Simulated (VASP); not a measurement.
# Si16C15 (a cell with a defect) in VASP: a series of runs

The runs below take Si16C15 (a cell with a defect) through single point, with LDA.

Program: VASP 6.6.1. These are calculated values, not measurements. Logs are shortened: lines on timing, memory, paths and dates and some standing lists are left out, and cuts for length are marked.

## (1) The cell of the first run

The cell holds a defect, 31 atoms: a = 6.117 Å, b = 6.117 Å, c = 10.012 Å, α = 90.00°, β = 90.00°, γ = 120.00°.

## (2) Single point, LDA, collinear spin

INCAR reads:

```
SYSTEM = Si16C15
PREC = Accurate ; ENCUT = 520
EDIFF = 1E-6 ; ISMEAR = 0
SIGMA = 0.01 ; LREAL = Auto
LASPH = .TRUE. ; NELM = 150
ALGO = Normal ; ISIF = 2
LWAVE = .FALSE. ; LCHARG = .TRUE.
ISPIN = 2 ; MAGMOM = 0.25 0 0 0 0 0 0 0 0.25 0.25 0 0.25 0 0 0 0 0 0 0 0 0 0 0 0 0 0 0 0 0 0 0
LORBIT = 11 ; LELF = .TRUE.
LVHAR = .TRUE. ; NBANDS = 87
NELECT = 125.0
```

KPOINTS reads:

```
Automatic mesh
0
Gamma
  2 2 2
  0.5 0.5 0.5
```

POSCAR reads:

```
Si16C15
1.0
    3.0584217931     -5.2973419482      0.0000000000
   -6.1168435962      0.0000000057      0.0000000000
    0.0000000000      0.0000000000    -10.0121483307
Si C
16 15
Direct
    0.3336975163      0.1679730264      0.0642236451
    0.8329745188      0.1664611892      0.0622591281
    0.3352169727      0.6686937539      0.0622627972
    0.8330089316      0.6686440331      0.0622719371
    0.1673875461      0.3342761742      0.5625684326
    0.6665471695      0.3342908665      0.5625995749
    0.1673808849      0.8351346470      0.5625842162
    0.6670530277      0.8344974631      0.5621437337
    0.0139480936      0.0080011975      0.3127454381
    0.4936667663      0.0081733847      0.3128108178
    0.0004824237      0.5012901472      0.3112471000
    0.4935156784      0.4872848891      0.3127547869
    0.5006984732      0.5018104051      0.8123086883
    1.0004294895      0.5012406869      0.8126057128
    0.5006947998      1.0009369538      0.8123184261
    0.9997657988      1.0009068778      0.8122970110
    0.8346049386      0.1696057704      0.2499920894
    0.3321237848      0.6671367385      0.2499927805
    0.8346293572      0.6670935466      0.2500009085
    0.1668682613      0.3347166718      0.7505168086
    0.6674735399      0.3347525941      0.7505430408
    0.1668736771      0.8341980592      0.7505293635
    0.6670455411      0.8345379923      0.7489487994
    0.5010276044      0.5023618811      0.5017233001
    1.0004269745      0.5012413264      0.4997362555
    0.5010488964      1.0006656088      0.5017395817
    0.9992299912      1.0006240768      0.5016879036
   -0.0017660123      0.0001785371      0.9979051535
    0.5014447382      0.0002401053      0.9979221303
    0.0004118982      0.5012619701      0.9993648868
    0.5014948273      0.5034294034      0.9979024637
```

Potentials or basis: VASP PAW LDA potentials, release 64 (Si, C).

On the command line:

```bash
$ cat potpaw_LDA.64/Si/POTCAR potpaw_LDA.64/C/POTCAR > POTCAR
$ mpirun -np 1 vasp_std > vasp.out
```

OUTCAR:

```text
SYSTEM = Si16C15
   PREC = Accurate
   ENCUT = 520
   EDIFF = 1E-6
   ISMEAR = 0
   LREAL = Auto
   LASPH = .TRUE.
   NELM = 150
   ISIF = 2
   ISPIN = 2
   LORBIT = 11
   NELECT = 125.0

 ion  position               nearest neighbor table
   1  0.334  0.168  0.064-  31 1.90  28 1.90  29 1.90  12 3.01   9 3.01  10 3.01   3 3.06   2 3.06
                             4 3.06   4 3.06   2 3.06   3 3.06  13 3.08  16 3.08  15 3.08
   2  0.833  0.166  0.062-  29 1.87  28 1.87  17 1.88  30 1.88   3 3.04   4 3.05   1 3.06   1 3.06
                            15 3.06  11 3.06  16 3.06  14 3.06   4 3.07   3 3.07   9 3.09  10 3.09
   3  0.335  0.669  0.062-  29 1.87  31 1.87  18 1.88  30 1.88   2 3.04   4 3.05   1 3.06   1 3.06
                            11 3.06  15 3.06  13 3.06  14 3.06   4 3.07   2 3.07  10 3.09  12 3.09
   4  0.833  0.669  0.062-  31 1.87  28 1.87  19 1.88  30 1.88   3 3.05   2 3.05   1 3.06   1 3.06
                            11 3.06  16 3.06  13 3.06  14 3.07   2 3.07   3 3.07   9 3.09  12 3.09
   5  0.167  0.334  0.563-  24 1.87  27 1.87  25 1.88  20 1.88  12 3.04   9 3.04   7 3.05   6 3.05
                             8 3.06   8 3.06  13 3.06  16 3.06   6 3.06   7 3.06  14 3.07  11 3.08
   6  0.667  0.334  0.563-  24 1.87  26 1.87  25 1.88  21 1.88  10 3.04  12 3.04   5 3.05   7 3.05
                             8 3.06   8 3.06  13 3.06  15 3.06   7 3.06   5 3.06  14 3.06  11 3.08
   7  0.167  0.835  0.563-  26 1.87  27 1.87  25 1.88  22 1.88  10 3.04   9 3.04   5 3.05   6 3.05
                             8 3.06   8 3.06  15 3.06  16 3.06   6 3.06   5 3.06  14 3.07  11 3.08
   8  0.667  0.834  0.562-  24 1.86  26 1.86  27 1.86  23 1.87   5 3.06   6 3.06   7 3.06   7 3.06
                             6 3.06   5 3.06  16 3.06  13 3.06  15 3.06  10 3.10   9 3.10  12 3.10
   9  0.014  0.008  0.313-  27 1.89  19 1.91  17 1.91  12 2.93  10 2.93   1 3.01   5 3.04   7 3.04
                            11 3.06  11 3.06   4 3.09   2 3.09   8 3.10
  10  0.494  0.008  0.313-  26 1.89  17 1.91  18 1.91  12 2.93   9 2.93   1 3.01   6 3.04   7 3.04
[... 14 lines left out ...]
  18  0.332  0.667  0.250-  11 1.86   3 1.88  10 1.91  12 1.91
  19  0.835  0.667  0.250-  11 1.86   4 1.88   9 1.91  12 1.91
  20  0.167  0.335  0.751-  14 1.87  16 1.87  13 1.87   5 1.88
  21  0.667  0.335  0.751-  14 1.87  15 1.87  13 1.87   6 1.88
  22  0.167  0.834  0.751-  14 1.87  16 1.87  15 1.87   7 1.88
  23  0.667  0.835  0.749-   8 1.87  16 1.87  13 1.87  15 1.87
  24  0.501  0.502  0.502-   8 1.86   6 1.87   5 1.87  12 1.89
  25  0.000  0.501  0.500-   6 1.88   7 1.88   5 1.88  11 1.89
  26  0.501  0.001  0.502-   8 1.86   6 1.87   7 1.87  10 1.89
  27  0.999  0.001  0.502-   8 1.86   7 1.87   5 1.87   9 1.89
  28  0.998  0.000  0.998-  16 1.86   2 1.87   4 1.87   1 1.90
  29  0.501  0.000  0.998-  15 1.86   2 1.87   3 1.87   1 1.90
  30  0.000  0.501  0.999-  14 1.87   4 1.88   2 1.88   3 1.88
  31  0.501  0.503  0.998-  13 1.86   4 1.87   3 1.87   1 1.90

  LATTYP: Found a hexagonal cell.
 ALAT       =     6.1168435962
 C/A-ratio  =     1.6368161411

  Lattice vectors:

 A1 = (   3.0584217931,  -5.2973419482,   0.0000000000)
 A2 = (  -6.1168435962,   0.0000000057,   0.0000000000)
 A3 = (   0.0000000000,   0.0000000000, -10.0121483307)

Analysis of symmetry for initial positions (statically):
=====================================================================
 Subroutine PRICEL returns:
 Original cell was already a primitive cell.

 Routine SETGRP: Setting up the symmetry group for a
 hexagonal supercell.

 Subroutine GETGRP returns: Found  1 space group operations
 (whereof  1 operations were pure point group operations)
 out of a pool of 24 trial point group operations.

The static configuration has the point symmetry C_1 .

Analysis of symmetry for dynamics (positions and initial velocities):
=====================================================================
 Subroutine PRICEL returns:
 Original cell was already a primitive cell.

 Routine SETGRP: Setting up the symmetry group for a
 hexagonal supercell.

 Subroutine GETGRP returns: Found  1 space group operations
 (whereof  1 operations were pure point group operations)
 out of a pool of 24 trial point group operations.

The dynamic configuration has the point symmetry C_1 .

Analysis of structural, dynamic, and magnetic symmetry:
=====================================================================
 Subroutine PRICEL returns:
 Original cell was already a primitive cell.

 Routine SETGRP: Setting up the symmetry group for a
 hexagonal supercell.

 Subroutine GETGRP returns: Found  1 space group operations
 (whereof  1 operations were pure point group operations)
 out of a pool of 24 trial point group operations.

The overall configuration has the point symmetry C_1 .

 Subroutine INISYM returns: Found  1 space group operations
 (whereof  1 operations are pure point group operations),
 and found     1 'primitive' translations

----------------------------------------------------------------------------------------

                                     Primitive cell

  volume of cell :     324.4238
[... 123 lines left out ...]
   NGXF,Y,Z  is equivalent  to a cutoff of  26.09, 26.09, 26.57 a.u.
 SYSTEM =  Si16C15
   PREC   = accura    normal or accurate (medium, high low for compatibility)
   ISTART =      0    job   : 0-new  1-cont  2-samecut
   ICHARG =      2    charge: 1-file 2-atom 10-const
   ISPIN  =      2    spin polarized calculation?
   LNONCOLLINEAR =      F non collinear calculations
   LSORBIT =      F    spin-orbit coupling
   LASPH  =      T    aspherical Exc in radial PAW
   ENCUT  =  520.0 eV  38.22 Ry    6.18 a.u.  11.37 11.37 18.62*2*pi/ulx,y,z
   NELM   =    150;   NELMIN=  2; NELMDL= -5     # of ELM steps
   EDIFF  = 0.1E-05   stopping-criterion for ELM
   LREAL  =      T    real-space projection
   EDIFFG = 0.1E-04   stopping-criterion for IOM
   NSW    =      0    number of steps for IOM
   IBRION =     -1    ionic relax: 0-MD 1-quasi-New 2-CG
   NFREE  =      0    steps in history (QN), initial steepest desc. (CG)
   ISIF   =      2    stress and relaxation
   ISYM   =      2    0-nonsym 1-usesym 2-fastsym
   POTIM  = 0.5000    time-step for ionic-motion
   TEBEG  =    0.0;   TEEND  =   0.0 temperature during run
   PSTRESS=    0.0 pullay stress
   NELECT =     125.0000    total number of electrons
   NUPDOWN=      -1.0000    fix difference up-down
   EMIN   =  10.00;   EMAX   =-10.00  energy-range for DOS
   EFERMI =   0.00;   METHOD = LEGACY
   ISMEAR =     0;   SIGMA  =   0.01  broadening in eV -4-tet -1-fermi 0-gaus
   EFERMI_NEDOS =   21; number of points for ismear=-14 and -15
   IALGO  =     38    algorithm
   IMIX   =      4    mixing-type and parameters
     AMIX     =   0.40;   BMIX     =  1.00
     AMIX_MAG =   1.60;   BMIX_MAG =  1.00
  volume/ion in A,a.u.               =      10.47        70.62
  Fermi-wavevector in a.u.,A,eV,Ry     =   1.191262  2.251159 19.308097  1.419105
  Thomas-Fermi vector in A             =   2.327328
   LORBIT       =     11    0 simple, 1 ext, 2 COOP (PROOUT), +10 PAW based schemes
   GGA     = CA    functional components
   LHFCALC =     F    Hartree Fock is set to
   AEXX    =    0.0000 exact exchange contribution
   IVDW    =     0    specifies the selected vdW correction
   LEPSILON=     F    determine dielectric tensor
   LRPA    =     F    only Hartree local field effects (RPA)
 spin polarized calculation
 Gauss-broadening in eV      SIGMA  =   0.01
  energy-cutoff  :      520.00
  volume of cell :      324.42
 maximum number of plane-waves:      8745
 NGX is ok and might be reduce to    48
   NGX = 23   NGY = 23   NGZ = 37

 number of electron     124.9999998 magnetization      -0.0021603

 number of electron     124.9999998 magnetization       0.0002441

 Free energy of the ion-electron system (eV)
  ---------------------------------------------------
  ext. energy  EPLUGINS =         0.00000000
  ---------------------------------------------------
  free energy    TOTEN  =      -242.06027398 eV

  energy without entropy =     -242.06027398  energy(sigma->0) =     -242.06027398

 E-fermi :  10.0944     XC(G=0): -11.5848

 val. band max:       10.0443655221   @ k =   0.2500   0.5000   0.2500
 cond. band min:      10.1435079290   @ k =  -0.2500   0.5000   0.2500
 fundamental gap:      0.0991424069
 Fermi energy:        10.0944424340

 spin component 1

 k-point     1 :       0.2500    0.2500    0.2500
  band No.  band energies     occupation
      1      -6.4799      1.00000
      2      -5.8250      1.00000
      3      -5.4828      1.00000
      4      -5.3778      1.00000
      5      -4.8932      1.00000
      6      -4.7537      1.00000
[... 913 lines left out ...]
     73      13.2000      0.00000
     74      13.4511      0.00000
 Fermi energy:        10.0944424340

 spin component 2

 k-point     1 :       0.2500    0.2500    0.2500
  band No.  band energies     occupation
      1      -6.4799      1.00000
      2      -5.8250      1.00000
      3      -5.4828      1.00000
      4      -5.3778      1.00000
      5      -4.8932      1.00000
      6      -4.7537      1.00000
[... 913 lines left out ...]
     73      13.2001      0.00000
     74      13.4511      0.00000
 [bands above 74 left out]

------------------------ aborting loop because EDIFF is reached ----------------------------------------

  FORCE on cell =-STRESS in cart. coord.  units (eV):
  Direction    XX          YY          ZZ          XY          YZ          ZX
  --------------------------------------------------------------------------------------
  -------------------------------------------------------------------------------------
  Total        6.9974805      7.0374861     19.5548986     -0.0033883      0.0194515     -0.0262493
  in kB       34.5572855     34.7548544     96.5725039     -0.0167332      0.0960617     -0.1296332
  external PRESSURE =      55.2948813 kB  Pullay stress =       0.0000000 kB

 VOLUME and BASIS-vectors are now :
 -----------------------------------------------------------------------------
  energy-cutoff  :      520.00
  volume of cell :      324.42
      direct lattice vectors                 reciprocal lattice vectors
     3.058421793 -5.297341948  0.000000000    -0.000000000 -0.188773919  0.000000000
    -6.116843596  0.000000006  0.000000000    -0.163483010 -0.094386959  0.000000000
     0.000000000  0.000000000-10.012148331     0.000000000  0.000000000 -0.099878664

 POSITION                                       TOTAL-FORCE (eV/Angst)
 -----------------------------------------------------------------------------------
     -0.00688     -1.76771     -0.64302        -0.003241      0.004054     -0.245083
      1.52937     -4.41255     -0.62335         0.002698     -0.001575     -0.051870
     -3.06506     -1.77576     -0.62338         0.002294     -0.000658     -0.054961
     -1.54230     -4.41273     -0.62348        -0.002407      0.000092     -0.050584
     -1.53277     -0.88671     -5.63252        -0.032717      0.021619     -0.022079
     -0.00622     -3.53093     -5.63283         0.002025     -0.037925     -0.021023
[... 23 lines left out ...]
     -3.06488     -0.00218    -10.00579        -0.002339     -0.001732      0.050584
     -1.54562     -2.65659     -9.99115        -0.050677     -0.027427      0.106794
 -----------------------------------------------------------------------------------
    total drift:                                0.025395      0.003256     -0.017566

  FREE ENERGIE OF THE ION-ELECTRON SYSTEM (eV)
  ---------------------------------------------------
  free  energy   TOTEN  =      -242.0602739837 eV

  energy  without entropy=     -242.0602739837  energy(sigma->0) =     -242.06027398

 total charge

# of ion       s       p       d       tot
------------------------------------------
    1        0.747   0.962   0.000   1.709
    2        0.719   1.000   0.000   1.720
    3        0.719   1.000   0.000   1.720
    4        0.719   1.000   0.000   1.720
    5        0.719   1.003   0.000   1.722
    6        0.720   1.003   0.000   1.722
[... 23 lines left out ...]
   30        0.834   1.728   0.000   2.562
   31        0.837   1.721   0.000   2.558
--------------------------------------------------
tot         24.185  41.477   0.000  65.663

 magnetization (x)

# of ion       s       p       d       tot
------------------------------------------
    1       -0.000  -0.000   0.000  -0.000
    2        0.000   0.000   0.000   0.000
    3        0.000   0.000   0.000   0.000
    4        0.000   0.000   0.000   0.000
    5        0.000   0.000   0.000   0.000
    6        0.000   0.000   0.000   0.000
[... 23 lines left out ...]
   30       -0.000  -0.000   0.000  -0.000
   31       -0.000  -0.000   0.000  -0.000
--------------------------------------------------
tot          0.000  -0.000   0.000   0.000
```

It took 20 min on 1 thread of Intel Xeon Platinum 8488C (Sapphire Rapids), shared host; peak memory 0.61 GiB.

Results:

```
Free energy                                           : -242.0603 eV
Largest force                                         : 0.245 eV/Å
Net moment                                            : 0.00 μB per cell
Valence electrons inside the program's atomic spheres : Si 1.71, 1.72, 1.73, 1.64 (each value once); C 2.52, 2.57, 2.56 (each value once)
```

Forces on the atoms (eV/Å):
```
Si  -0.003  0.004 -0.245
Si   0.003 -0.002 -0.052
Si   0.002 -0.001 -0.055
Si  -0.002  0.000 -0.051
Si  -0.033  0.022 -0.022
Si   0.002 -0.038 -0.021
Si   0.032  0.019 -0.020
Si  -0.005 -0.002  0.022
Si  -0.001 -0.001 -0.091
Si   0.003  0.002 -0.095
Si   0.000  0.002 -0.072
Si  -0.007 -0.001 -0.089
Si  -0.049 -0.028 -0.054
Si   0.000  0.001 -0.073
Si   0.049 -0.029 -0.051
Si  -0.001  0.056 -0.057
C    0.090  0.048  0.055
C    0.008 -0.099  0.052
C   -0.079  0.051  0.057
C    0.011 -0.011  0.069
C   -0.004  0.018  0.070
C   -0.018 -0.012  0.072
C   -0.005  0.000 -0.026
C    0.017  0.015  0.095
C   -0.002 -0.004  0.025
C   -0.012  0.012  0.087
C    0.000 -0.023  0.088
C    0.001  0.061  0.113
C    0.056 -0.030  0.111
C   -0.002 -0.002  0.051
C   -0.051 -0.027  0.107
```

Levels at points of the mesh, in eV from the Fermi level:
Spin up:
```csv
k point,band 58,band 59,band 60,band 61,band 62,band 63,band 64,band 65,band 66,band 67
"(0.25, 0.25, 0.25)",-3.30,-3.16,-2.90,-2.72,-0.79,-0.05,0.05,1.65,1.71,2.12
```
Spin down:
```csv
k point,band 58,band 59,band 60,band 61,band 62,band 63,band 64,band 65,band 66,band 67
"(0.25, 0.25, 0.25)",-3.30,-3.16,-2.90,-2.72,-0.79,-0.05,0.05,1.65,1.71,2.12
```

Caveat: the k points lie up to 0.59 Å⁻¹ apart; the cell carries a net charge on a neutralising background, which shifts energy and pressure; the cell is charged against a uniform background, so pressure and absolute levels hang on convention.

(Continued in part 2 of 2.)
